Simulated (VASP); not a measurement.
Set up this calculation in VASP 6.6.1, as the native input.

| Quantity | Value |
| --- | --- |
| Task | single point |
| Functional | PBEsol |
| Potentials or basis | VASP PAW PBE potentials, release 64 (Au) |
| Cutoff | 520 eV |
| k mesh | 18 × 18 × 18 |
| Occupations | fermi-dirac, width 0.08 eV |
| Spin | no spin polarisation |
| Dipole correction | no |
| Further INCAR settings | ALGO = Normal; EDIFF = 1e-06; NBANDS = 12 |

The structure of Au lies in POSCAR:

```
Au
1.0
    0.0000000000      2.0418101338      2.0418101338
    2.0418101338      0.0000000000      2.0418101338
    2.0418101338      2.0418101338      0.0000000000
Au
1
Direct
    0.0000000000      0.0000000000      0.0000000000
```

The input as run:

INCAR

```
  PREC = Accurate
  ENCUT = 520
  EDIFF = 1E-6
  ISMEAR = -1
  SIGMA = 0.08
  LREAL = F
  LASPH = T
  NELM = 80
  ALGO = Normal
  ISIF = 2
  LWAVE = F
  LCHARG = F
  GGA = PS
  NBANDS = 12
```

KPOINTS

```
regular mesh
0
Gamma
  18 18 18
```

Potentials or basis: VASP PAW PBE potentials, release 64 (Au).

The run is started by

```console
$ cat potpaw_PBE.64/Au/POTCAR > POTCAR
$ mpirun -np 1 vasp_std > vasp.out
```

It gave:

| Quantity | Value |
| --- | --- |
| Pressure | -0.3 GPa |
| Band gap on the k mesh | zero (an odd number of electrons rules out a gap without spin polarisation) |

Caveat: the PAW data sets were made with another functional, which shifts forces and pressure a little; spin-orbit coupling is left out, which moves the levels of the heavy elements.

Wall time 73 s on 1 thread of AMD EPYC 7R13, with other jobs on the host, peak memory 0.14 GiB.
